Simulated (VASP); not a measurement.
# Co (P6_3/mmc) in VASP: further runs

Runs on Co. Level: PBEsol. Tasks: single point.

All numbers are computed with VASP 6.6.1; they aren't measurements. Logs are shortened: lines on timing, memory, paths and dates and some standing lists are left out, and cuts for length are marked.

### Step 1. The cell of the first run

Symmetry: P6_3/mmc, No. 194, hexagonal system. The conventional cell has a = 2.507 Å, b = 2.507 Å, c = 4.070 Å, α = 90.00°, β = 90.00°, γ = 120.00°. Within 3.3 Å of Co (site symmetry -6m2) lie 12 Co at 2.50 to 2.51 Å.

### Step 2. Single point, PBEsol, collinear spin, ferromagnetic start

The input, INCAR:

```
SYSTEM = Co
  ALGO = Normal
  EDIFF = 1E-6
  ENCUT = 520
  GGA = PS
  ISIF = 2
  ISMEAR = 0
  ISPIN = 2
  LASPH = .True.
  LCHARG = .True.
  LELF = .True.
  LMAXMIX = 4
  LORBIT = 11
  LREAL = .False.
  LVHAR = .True.
  LWAVE = .False.
  MAGMOM = 3 3
  NBANDS = 20
  NELM = 150
  PREC = Accurate
  SIGMA = 0.1
```

The input, KPOINTS:

```
k-points
0
Gamma
  12 12 4
  0 0 0
```

The input, POSCAR:

```
Co
1.0
    2.5074000000      0.0000000000      0.0000000000
   -1.2537000000      2.1714720974      0.0000000000
    0.0000000000      0.0000000000      4.0699000000
Co
2
Direct
    0.3333333333      0.6666666667      0.2500000000
    0.6666666667      0.3333333333      0.7500000000
```

Potentials or basis: VASP PAW PBE potentials, release 64 (Co).

Run with:

```
$ cat potpaw_PBE.64/Co/POTCAR > POTCAR
$ mpirun -np 1 vasp_std > vasp.out
```

OUTCAR:

```text
SYSTEM = Co
   EDIFF = 1E-6
   ENCUT = 520
   GGA = PS
   ISIF = 2
   ISMEAR = 0
   ISPIN = 2
   LASPH = .True.
   LORBIT = 11
   LREAL = .False.
   NELM = 150
   PREC = Accurate

 ion  position               nearest neighbor table
   1  0.333  0.667  0.250-   2 2.50   2 2.50   2 2.50   2 2.50   2 2.50   2 2.50
   2  0.667  0.333  0.750-   1 2.50   1 2.50   1 2.50   1 2.50   1 2.50   1 2.50

  LATTYP: Found a hexagonal cell.
 ALAT       =     2.5074000000
 C/A-ratio  =     1.6231554598

  Lattice vectors:

 A1 = (   2.5074000000,   0.0000000000,   0.0000000000)
 A2 = (  -1.2537000000,   2.1714720974,   0.0000000000)
 A3 = (   0.0000000000,   0.0000000000,   4.0699000000)

Analysis of symmetry for initial positions (statically):
=====================================================================
 Subroutine PRICEL returns:
 Original cell was already a primitive cell.

 Routine SETGRP: Setting up the symmetry group for a
 hexagonal supercell.

 Subroutine GETGRP returns: Found 24 space group operations
 (whereof 12 operations were pure point group operations)
 out of a pool of 24 trial point group operations.

The static configuration has the point symmetry D_3d.
 The point group associated with its full space group is D_6h.

Analysis of symmetry for dynamics (positions and initial velocities):
=====================================================================
 Subroutine PRICEL returns:
 Original cell was already a primitive cell.

 Routine SETGRP: Setting up the symmetry group for a
 hexagonal supercell.

 Subroutine GETGRP returns: Found 24 space group operations
 (whereof 12 operations were pure point group operations)
 out of a pool of 24 trial point group operations.

The dynamic configuration has the point symmetry D_3d.
 The point group associated with its full space group is D_6h.

Analysis of structural, dynamic, and magnetic symmetry:
=====================================================================
 Subroutine PRICEL returns:
 Original cell was already a primitive cell.

 Routine SETGRP: Setting up the symmetry group for a
 hexagonal supercell.

 Subroutine GETGRP returns: Found 24 space group operations
 (whereof 12 operations were pure point group operations)
 out of a pool of 24 trial point group operations.

The overall configuration has the point symmetry D_3d.
 The point group associated with its full space group is D_6h.

 Subroutine INISYM returns: Found 24 space group operations
 (whereof 12 operations are pure point group operations),
 and found     1 'primitive' translations

----------------------------------------------------------------------------------------

                                     Primitive cell

  volume of cell :      22.1596

  direct lattice vectors                    reciprocal lattice vectors
     2.507400000  0.000000000  0.000000000     0.398819494  0.230258542  0.000000000
    -1.253700000  2.171472097  0.000000000     0.000000000  0.460517085  0.000000000
     0.000000000  0.000000000  4.069900000     0.000000000  0.000000000  0.245706283

  length of vectors
     2.507400000  2.507400000  4.069900000     0.460517085  0.460517085  0.245706283

  position of ions in fractional coordinates (direct lattice)
     0.333333333  0.666666667  0.250000000
     0.666666667  0.333333333  0.750000000

  ion indices of the primitive-cell ions
   primitive index   ion index
                 1           1
                 2           2

----------------------------------------------------------------------------------------

 KPOINTS: k-points

Automatic generation of k-mesh.
 Grid dimensions read from file:
 generate k-points for:   12   12    4

 Generating k-lattice:

  Cartesian coordinates                     Fractional coordinates (reciprocal lattice)
     0.033234958  0.019188212  0.000000000     0.083333333  0.000000000  0.000000000
     0.000000000  0.038376424  0.000000000     0.000000000  0.083333333  0.000000000
     0.000000000  0.000000000  0.061426571     0.000000000  0.000000000  0.250000000

  Length of vectors
     0.038376424  0.038376424  0.061426571

  Shift w.r.t. Gamma in fractional coordinates (k-lattice)
     0.000000000  0.000000000  0.000000000

 Subroutine IBZKPT returns following result:
 ===========================================

 Found     57 irreducible k-points:

 Following reciprocal coordinates:
            Coordinates               Weight
  0.000000  0.000000  0.000000      1.000000
  0.083333  0.000000  0.000000      6.000000
  0.166667  0.000000  0.000000      6.000000
  0.250000  0.000000  0.000000      6.000000
  0.333333  0.000000  0.000000      6.000000
  0.416667 -0.000000  0.000000      6.000000
[... 16 lines left out ...]
  0.250000  0.000000  0.250000     12.000000
  0.333333  0.000000  0.250000     12.000000
 [... further k-points ...]
   k-points           NKPTS =     57   k-points in BZ     NKDIM =     57   number of bands    NBANDS=     20
   number of dos      NEDOS =    301   number of ions     NIONS =      2
   total plane-waves  NPLWV =  12000
   dimension x,y,z NGX =    20 NGY =   20 NGZ =   30
   dimension x,y,z NGXF=    40 NGYF=   40 NGZF=   60
   ions per type =               2
   NGX,Y,Z   is equivalent  to a cutoff of  13.26, 13.26, 12.25 a.u.
   NGXF,Y,Z  is equivalent  to a cutoff of  26.52, 26.52, 24.51 a.u.
 SYSTEM =  Co
   PREC   = accura    normal or accurate (medium, high low for compatibility)
   ISTART =      0    job   : 0-new  1-cont  2-samecut
   ICHARG =      2    charge: 1-file 2-atom 10-const
   ISPIN  =      2    spin polarized calculation?
   LNONCOLLINEAR =      F non collinear calculations
   LSORBIT =      F    spin-orbit coupling
   LASPH  =      T    aspherical Exc in radial PAW
   ENCUT  =  520.0 eV  38.22 Ry    6.18 a.u.   4.66  4.66  7.57*2*pi/ulx,y,z
   NELM   =    150;   NELMIN=  2; NELMDL= -5     # of ELM steps
   EDIFF  = 0.1E-05   stopping-criterion for ELM
   LREAL  =      F    real-space projection
   EDIFFG = 0.1E-04   stopping-criterion for IOM
   NSW    =      0    number of steps for IOM
   IBRION =     -1    ionic relax: 0-MD 1-quasi-New 2-CG
   NFREE  =      0    steps in history (QN), initial steepest desc. (CG)
   ISIF   =      2    stress and relaxation
   ISYM   =      2    0-nonsym 1-usesym 2-fastsym
   POTIM  = 0.5000    time-step for ionic-motion
   TEBEG  =    0.0;   TEEND  =   0.0 temperature during run
   PSTRESS=    0.0 pullay stress
   NELECT =      18.0000    total number of electrons
   NUPDOWN=      -1.0000    fix difference up-down
   EMIN   =  10.00;   EMAX   =-10.00  energy-range for DOS
   EFERMI =   0.00;   METHOD = LEGACY
   ISMEAR =     0;   SIGMA  =   0.10  broadening in eV -4-tet -1-fermi 0-gaus
   EFERMI_NEDOS =   21; number of points for ismear=-14 and -15
   IALGO  =     38    algorithm
   IMIX   =      4    mixing-type and parameters
     AMIX     =   0.40;   BMIX     =  1.00
     AMIX_MAG =   1.60;   BMIX_MAG =  1.00
  volume/ion in A,a.u.               =      11.08        74.77
  Fermi-wavevector in a.u.,A,eV,Ry     =   1.527490  2.886538 31.745475  2.333227
  Thomas-Fermi vector in A             =   2.635379
   LORBIT       =     11    0 simple, 1 ext, 2 COOP (PROOUT), +10 PAW based schemes
   GGA     = PS    functional components
   LHFCALC =     F    Hartree Fock is set to
   AEXX    =    0.0000 exact exchange contribution
   IVDW    =     0    specifies the selected vdW correction
   LEPSILON=     F    determine dielectric tensor
   LRPA    =     F    only Hartree local field effects (RPA)
 spin polarized calculation
 Gauss-broadening in eV      SIGMA  =   0.10
  energy-cutoff  :      520.00
  volume of cell :       22.16
 maximum number of plane-waves:       608
 NGX is ok and might be reduce to    20
   NGX =  9   NGY =  9   NGZ = 15

 number of electron      18.0000002 magnetization       3.3360812

 Free energy of the ion-electron system (eV)
  ---------------------------------------------------
  ext. energy  EPLUGINS =         0.00000000
  ---------------------------------------------------
  free energy    TOTEN  =       -15.39909519 eV

  energy without entropy =      -15.38872121  energy(sigma->0) =      -15.39390820

 E-fermi :   9.7387     XC(G=0): -13.4557

 val. band max:        9.7323765149   @ k =   0.4167  -0.0000   0.2500
 cond. band min:       9.7442284597   @ k =   0.3333   0.0833   0.5000
 fundamental gap:      0.0118519448
 Fermi energy:         9.7387360584

 spin component 1

 k-point     1 :       0.0000    0.0000    0.0000
  band No.  band energies     occupation
      1       0.9212      1.00000
      2       4.7005      1.00000
      3       7.1575      1.00000
      4       7.2062      1.00000
      5       7.2062      1.00000
      6       7.5041      1.00000
[... 12 lines left out ...]
     19      35.3066      0.00000
     20      35.3066      0.00000
[... 507 lines left out ...]
 k-point    24 :       0.3333    0.0000    0.2500
  band No.  band energies     occupation
      1       4.2871      1.00000
      2       5.4201      1.00000
      3       5.8560      1.00000
      4       6.4751      1.00000
      5       7.2507      1.00000
      6       7.4252      1.00000
[... 12 lines left out ...]
     19      32.4263      0.00000
     20      32.7047      0.00000

 [... further k-points ...]

 spin component 2

 k-point     1 :       0.0000    0.0000    0.0000
  band No.  band energies     occupation
      1       0.9916      1.00000
      2       5.6930      1.00000
      3       8.8267      1.00000
      4       8.8781      1.00000
      5       8.8781      1.00000
      6       9.2283      1.00000
[... 12 lines left out ...]
     19      35.6634      0.00000
     20      35.6634      0.00000
[... 507 lines left out ...]
 k-point    24 :       0.3333    0.0000    0.2500
  band No.  band energies     occupation
      1       4.6828      1.00000
      2       6.4668      1.00000
      3       7.1463      1.00000
      4       7.8892      1.00000
      5       8.6946      1.00000
      6       9.1436      1.00000
[... 12 lines left out ...]
     19      32.8102      0.00000
     20      33.0854      0.00000

 [... further k-points ...]

------------------------ aborting loop because EDIFF is reached ----------------------------------------

  FORCE on cell =-STRESS in cart. coord.  units (eV):
  Direction    XX          YY          ZZ          XY          YZ          ZX
  --------------------------------------------------------------------------------------
  -------------------------------------------------------------------------------------
  Total       -1.8196616     -1.8196616     -1.9939802      0.0000000      0.0000000      0.0000000
  in kB     -131.5647693   -131.5647692   -144.1683142      0.0000000      0.0000000      0.0000000
  external PRESSURE =    -135.7659509 kB  Pullay stress =       0.0000000 kB

 VOLUME and BASIS-vectors are now :
 -----------------------------------------------------------------------------
  energy-cutoff  :      520.00
  volume of cell :       22.16
      direct lattice vectors                 reciprocal lattice vectors
     2.507400000  0.000000000  0.000000000     0.398819494  0.230258542  0.000000000
    -1.253700000  2.171472097  0.000000000     0.000000000  0.460517085  0.000000000
     0.000000000  0.000000000  4.069900000     0.000000000  0.000000000  0.245706283

 POSITION                                       TOTAL-FORCE (eV/Angst)
 -----------------------------------------------------------------------------------
     -0.00000      1.44765      1.01747        -0.000000      0.000000     -0.000000
      1.25370      0.72382      3.05242         0.000000      0.000000      0.000000
 -----------------------------------------------------------------------------------
    total drift:                                0.000000      0.000000     -0.000000

  FREE ENERGIE OF THE ION-ELECTRON SYSTEM (eV)
  ---------------------------------------------------
  free  energy   TOTEN  =       -15.3990951878 eV

  energy  without entropy=      -15.3887212109  energy(sigma->0) =      -15.39390820

 total charge

# of ion       s       p       d       tot
------------------------------------------
    1        0.482   0.509   7.238   8.229
    2        0.482   0.509   7.238   8.229
--------------------------------------------------
tot          0.964   1.018  14.477  16.459

 magnetization (x)

# of ion       s       p       d       tot
------------------------------------------
    1       -0.013  -0.048   1.745   1.685
    2       -0.013  -0.048   1.745   1.685
--------------------------------------------------
tot         -0.025  -0.095   3.491   3.370
```

Run time: 33 s. Hardware: 1 thread of Intel Xeon Platinum 8488C (Sapphire Rapids), shared host; peak memory 0.16 GiB.

What came out:

- Free energy: -15.3991 eV
- Pressure: -13.6 GPa
- Net moment: 3.34 μB per cell
- Site moments: Co +1.69 μB
- Valence electrons inside the program's atomic spheres: Co 8.23

Stress tensor (GPa, compression positive):
```
-13.16   0.00   0.00
  0.00 -13.16   0.00
  0.00   0.00 -14.42
```

Levels at points of the mesh, in eV from the Fermi level:
Spin up:
```csv
k point,band 7,band 8,band 9,band 10,band 11,band 12,band 13,band 14,band 15,band 16
"(0.00, 0.00, 0.00)",-2.23,-1.89,-1.89,-0.83,-0.83,-0.13,6.11,21.82,24.19,24.19
"(0.50, 0.00, 0.00)",-2.16,-0.69,-0.62,-0.55,1.26,3.22,9.47,10.09,12.51,13.64
"(0.00, 0.00, 0.50)",-2.60,-2.60,-1.13,-1.13,-1.13,-1.13,14.66,14.66,22.53,22.53
"(0.50, 0.00, 0.50)",-1.06,-1.06,-0.60,-0.60,1.55,1.55,7.07,7.07,18.06,18.06
```
Spin down:
```tsv
k point	band 3	band 4	band 5	band 6	band 7	band 8	band 9	band 10	band 11	band 12
(0.00, 0.00, 0.00)	-0.91	-0.86	-0.86	-0.51	-0.51	-0.11	-0.09	-0.09	1.08	1.08
(0.50, 0.00, 0.00)	-3.09	-1.74	-1.00	-0.95	-0.55	1.22	1.33	1.38	2.54	4.25
(0.00, 0.00, 0.50)	-1.44	-1.44	-0.92	-0.92	-0.92	-0.92	0.75	0.75	0.75	0.75
(0.50, 0.00, 0.50)	-2.25	-2.25	0.01	0.01	0.31	0.31	1.32	1.32	2.22	2.22
```

Caveat: the k points lie up to 0.39 Å⁻¹ apart; the PAW data sets were made with another functional, which shifts forces and pressure a little.

(Continued in part 2 of 2.)
